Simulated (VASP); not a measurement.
# Al2Cu (P4/mmm) in VASP: single point with r2SCAN

Aim: the single point of Al2Cu with r2SCAN.

All numbers are computed with VASP 6.6.1; they aren't measurements. Logs are shortened: lines on timing, memory, paths and dates and some standing lists are left out, and cuts for length are marked.

**1. The cell of the first run**

It takes space group P4/mmm (No. 123, tetragonal). Conventional cell: a = 4.105 Å, b = 4.105 Å, c = 2.891 Å, α = 90.00°, β = 90.00°, γ = 90.00°. Within 3.3 Å of Al (site symmetry mmm) lie 4 Cu at 2.51 Å and 6 Al at 2.89 to 2.90 Å. Cu (site symmetry 4/mmm) has 8 Al at 2.51 Å and 2 Cu at 2.89 Å within 3.3 Å.

**2. Single point, r2SCAN**

Contents of POSCAR:

```
Al2Cu
1.0
    4.1051820000      0.0000000000      0.0000000000
    0.0000000000      4.1051820000      0.0000000000
    0.0000000000      0.0000000000      2.8913130000
Al Cu
2 1
Direct
    0.5000000000      0.0000000000      0.5000000000
    0.0000000000      0.5000000000      0.5000000000
    0.0000000000      0.0000000000      0.0000000000
```

Contents of INCAR.step1:

```
SYSTEM = Al2Cu
PREC = Accurate ; ENCUT = 900
ISMEAR = 0 ; SIGMA = 0.1
LREAL = .False. ; LASPH = .True.
NELM = 120 ; NBANDS = 20
GGA = PE ; ALGO = Normal
EDIFF = 1E-5 ; LWAVE = .True.
LCHARG = .False. ; GGA_COMPAT = .False.
```

Contents of INCAR.step2:

```
SYSTEM = Al2Cu
PREC = Accurate ; ENCUT = 900
EDIFF = 1E-6 ; ISMEAR = 0
SIGMA = 0.1 ; LREAL = .False.
LASPH = .True. ; NELM = 120
ALGO = Normal ; ISIF = 2
LWAVE = .False. ; LCHARG = .False.
METAGGA = R2SCAN ; LMIXTAU = .True.
NBANDS = 20 ; ISTART = 1
GGA_COMPAT = .False.
```

Contents of KPOINTS:

```
regular mesh
0
Gamma
  1 1 1
  0 0 0
```

Potentials or basis: VASP PAW PBE potentials, release 64 (Al, Cu_sv_GW).

Launch:

```
> cat potpaw_PBE.64/Al/POTCAR potpaw_PBE.64/Cu_sv_GW/POTCAR > POTCAR
> cp INCAR.step1 INCAR
> mpirun -np 1 vasp_gam > vasp.out
> cp INCAR.step2 INCAR
> mpirun -np 1 vasp_gam > vasp.out
```

OUTCAR:

```text
SYSTEM = Al2Cu
   PREC = Accurate
   ENCUT = 900
   EDIFF = 1E-6
   ISMEAR = 0
   LREAL = .False.
   LASPH = .True.
   NELM = 120
   ISIF = 2
   METAGGA = R2SCAN
   ISTART = 1

 ion  position               nearest neighbor table
   1  0.500  0.000  0.500-   3 2.51   3 2.51   3 2.51   3 2.51   2 2.90   2 2.90   2 2.90   2 2.90

   2  0.000  0.500  0.500-   3 2.51   3 2.51   3 2.51   3 2.51   1 2.90   1 2.90   1 2.90   1 2.90

   3  0.000  0.000  0.000-   1 2.51   2 2.51   1 2.51   2 2.51   2 2.51   2 2.51   1 2.51   1 2.51

  LATTYP: Found a simple tetragonal cell.
 ALAT       =     4.1051820000
 C/A-ratio  =     0.7043081159

  Lattice vectors:

 A1 = (   4.1051820000,   0.0000000000,   0.0000000000)
 A2 = (   0.0000000000,   4.1051820000,   0.0000000000)
 A3 = (   0.0000000000,   0.0000000000,   2.8913130000)

Analysis of symmetry for initial positions (statically):
=====================================================================
 Subroutine PRICEL returns:
 Original cell was already a primitive cell.

 Routine SETGRP: Setting up the symmetry group for a
 simple tetragonal supercell.

 Subroutine GETGRP returns: Found 16 space group operations
 (whereof 16 operations were pure point group operations)
 out of a pool of 16 trial point group operations.

The static configuration has the point symmetry D_4h.

Analysis of symmetry for dynamics (positions and initial velocities):
=====================================================================
 Subroutine PRICEL returns:
 Original cell was already a primitive cell.

 Routine SETGRP: Setting up the symmetry group for a
 simple tetragonal supercell.

 Subroutine GETGRP returns: Found 16 space group operations
 (whereof 16 operations were pure point group operations)
 out of a pool of 16 trial point group operations.

The dynamic configuration has the point symmetry D_4h.

 Subroutine INISYM returns: Found 16 space group operations
 (whereof 16 operations are pure point group operations),
 and found     1 'primitive' translations

----------------------------------------------------------------------------------------

                                     Primitive cell

  volume of cell :      48.7259

  direct lattice vectors                    reciprocal lattice vectors
     4.105182000  0.000000000  0.000000000     0.243594559  0.000000000  0.000000000
     0.000000000  4.105182000  0.000000000     0.000000000  0.243594559  0.000000000
     0.000000000  0.000000000  2.891313000     0.000000000  0.000000000  0.345863627

  length of vectors
     4.105182000  4.105182000  2.891313000     0.243594559  0.243594559  0.345863627

  position of ions in fractional coordinates (direct lattice)
     0.500000000  0.000000000  0.500000000
     0.000000000  0.500000000  0.500000000
     0.000000000  0.000000000  0.000000000

  ion indices of the primitive-cell ions
   primitive index   ion index
                 1           1
                 2           2
                 3           3

----------------------------------------------------------------------------------------

 KPOINTS: regular mesh

Automatic generation of k-mesh.
 Grid dimensions read from file:
 generate k-points for:    1    1    1

 Generating k-lattice:

  Cartesian coordinates                     Fractional coordinates (reciprocal lattice)
     0.243594559  0.000000000  0.000000000     1.000000000  0.000000000  0.000000000
     0.000000000  0.243594559  0.000000000     0.000000000  1.000000000  0.000000000
     0.000000000  0.000000000  0.345863627     0.000000000  0.000000000  1.000000000

  Length of vectors
     0.243594559  0.243594559  0.345863627

  Shift w.r.t. Gamma in fractional coordinates (k-lattice)
     0.000000000  0.000000000  0.000000000

 Subroutine IBZKPT returns following result:
 ===========================================

 Found      1 irreducible k-points:

 Following reciprocal coordinates:
            Coordinates               Weight
  0.000000  0.000000  0.000000      1.000000
   k-points           NKPTS =      1   k-points in BZ     NKDIM =      1   number of bands    NBANDS=     20
   number of dos      NEDOS =    301   number of ions     NIONS =      3
   total plane-waves  NPLWV =  44800
   dimension x,y,z NGX =    40 NGY =   40 NGZ =   28
   dimension x,y,z NGXF=    80 NGYF=   80 NGZF=   56
   ions per type =               2   1
   NGX,Y,Z   is equivalent  to a cutoff of  16.20, 16.20, 16.10 a.u.
   NGXF,Y,Z  is equivalent  to a cutoff of  32.40, 32.40, 32.20 a.u.
 SYSTEM =  Al2Cu
   PREC   = accura    normal or accurate (medium, high low for compatibility)
   ISTART =      1    job   : 0-new  1-cont  2-samecut
   ICHARG =      0    charge: 1-file 2-atom 10-const
   ISPIN  =      1    spin polarized calculation?
   LNONCOLLINEAR =      F non collinear calculations
   LSORBIT =      F    spin-orbit coupling
   LASPH  =      T    aspherical Exc in radial PAW
   ENCUT  =  900.0 eV  66.15 Ry    8.13 a.u.  10.04 10.04  7.07*2*pi/ulx,y,z
   NELM   =    120;   NELMIN=  2; NELMDL=  0     # of ELM steps
   EDIFF  = 0.1E-05   stopping-criterion for ELM
   LREAL  =      F    real-space projection
   EDIFFG = 0.1E-04   stopping-criterion for IOM
   NSW    =      0    number of steps for IOM
   IBRION =     -1    ionic relax: 0-MD 1-quasi-New 2-CG
   NFREE  =      0    steps in history (QN), initial steepest desc. (CG)
   ISIF   =      2    stress and relaxation
   ISYM   =      2    0-nonsym 1-usesym 2-fastsym
   POTIM  = 0.5000    time-step for ionic-motion
   TEBEG  =    0.0;   TEEND  =   0.0 temperature during run
   PSTRESS=    0.0 pullay stress
   NELECT =      25.0000    total number of electrons
   NUPDOWN=      -1.0000    fix difference up-down
   EMIN   =  10.00;   EMAX   =-10.00  energy-range for DOS
   EFERMI =   0.00;   METHOD = LEGACY
   ISMEAR =     0;   SIGMA  =   0.10  broadening in eV -4-tet -1-fermi 0-gaus
   EFERMI_NEDOS =   21; number of points for ismear=-14 and -15
   IALGO  =     38    algorithm
   IMIX   =      4    mixing-type and parameters
     AMIX     =   0.40;   BMIX     =  1.00
     AMIX_MAG =   1.60;   BMIX_MAG =  1.00
  volume/ion in A,a.u.               =      16.24       109.61
  Fermi-wavevector in a.u.,A,eV,Ry     =   1.310594  2.476664 23.370139  1.717657
  Thomas-Fermi vector in A             =   2.441114
   LORBIT       =      0    0 simple, 1 ext, 2 COOP (PROOUT), +10 PAW based schemes
   METAGGA = R2SCAN    functional components
   LHFCALC =     F    Hartree Fock is set to
   AEXX    =    0.0000 exact exchange contribution
   IVDW    =     0    specifies the selected vdW correction
   LEPSILON=     F    determine dielectric tensor
   LRPA    =     F    only Hartree local field effects (RPA)
 non-spin polarized calculation
 Gauss-broadening in eV      SIGMA  =   0.10
  energy-cutoff  :      900.00
  volume of cell :       48.73
 maximum number of plane-waves:      1498
   NGX = 21   NGY = 21   NGZ = 15

 number of electron      25.0000017 magnetization

 Free energy of the ion-electron system (eV)
  ---------------------------------------------------
  ext. energy  EPLUGINS =         0.00000000
  ---------------------------------------------------
  free energy    TOTEN  =       -25.44846545 eV

  energy without entropy =      -25.39204649  energy(sigma->0) =      -25.42025597

 E-fermi :   7.2162     XC(G=0): -11.1520

 val. band max:        4.5817862619   @ k =   0.0000   0.0000   0.0000
 cond. band min:       7.2162417696   @ k =   0.0000   0.0000   0.0000
 fundamental gap:      2.6344555078
 Fermi energy:         7.2162417696

 k-point     1 :       0.0000    0.0000    0.0000
  band No.  band energies     occupation
      1    -111.0555      2.00000
      2     -66.8927      2.00000
      3     -66.8512      2.00000
      4     -66.8512      2.00000
      5      -3.8558      2.00000
      6       1.5559      2.00000
[... 12 lines left out ...]
     19      14.6360      0.00000
     20      20.8154      0.00000

------------------------ aborting loop because EDIFF is reached ----------------------------------------

  FORCE on cell =-STRESS in cart. coord.  units (eV):
  Direction    XX          YY          ZZ          XY          YZ          ZX
  --------------------------------------------------------------------------------------
  -------------------------------------------------------------------------------------
  Total       14.9867126     14.9867126    -30.9127284      0.0000000      0.0000000     -0.0000000
  in kB      492.7844787    492.7844787  -1016.4545873      0.0000000      0.0000000     -0.0000000
  external PRESSURE =     -10.2952100 kB  Pullay stress =       0.0000000 kB

 VOLUME and BASIS-vectors are now :
 -----------------------------------------------------------------------------
  energy-cutoff  :      900.00
  volume of cell :       48.73
      direct lattice vectors                 reciprocal lattice vectors
     4.105182000  0.000000000  0.000000000     0.243594559  0.000000000  0.000000000
     0.000000000  4.105182000  0.000000000     0.000000000  0.243594559  0.000000000
     0.000000000  0.000000000  2.891313000     0.000000000  0.000000000  0.345863627

 POSITION                                       TOTAL-FORCE (eV/Angst)
 -----------------------------------------------------------------------------------
      2.05259      0.00000      1.44566         0.000000      0.000000      0.000000
      0.00000      2.05259      1.44566         0.000000      0.000000      0.000000
      0.00000      0.00000      0.00000         0.000000      0.000000      0.000000
 -----------------------------------------------------------------------------------
    total drift:                               -0.000000     -0.000000     -0.000000

  FREE ENERGIE OF THE ION-ELECTRON SYSTEM (eV)
  ---------------------------------------------------
  free  energy   TOTEN  =       -25.4484654524 eV

  energy  without entropy=      -25.3920464941  energy(sigma->0) =      -25.42025597
```

It took 24 s on 1 thread of Intel Xeon Platinum 8488C (Sapphire Rapids), shared host; peak memory 0.21 GiB.

What came out:

```
Free energy            : -25.4485 eV
Pressure               : -1.0 GPa
Band gap on the k mesh : zero (an odd number of electrons rules out a gap without spin polarisation)
```

Caveat: the k points lie up to 2.17 Å⁻¹ apart, too coarse for converged energies and pressures of a metal; the PAW data sets were made with another functional, which shifts forces and pressure a little.

The gap in the log of VASP goes by the Fermi energy; the results here count the filled bands.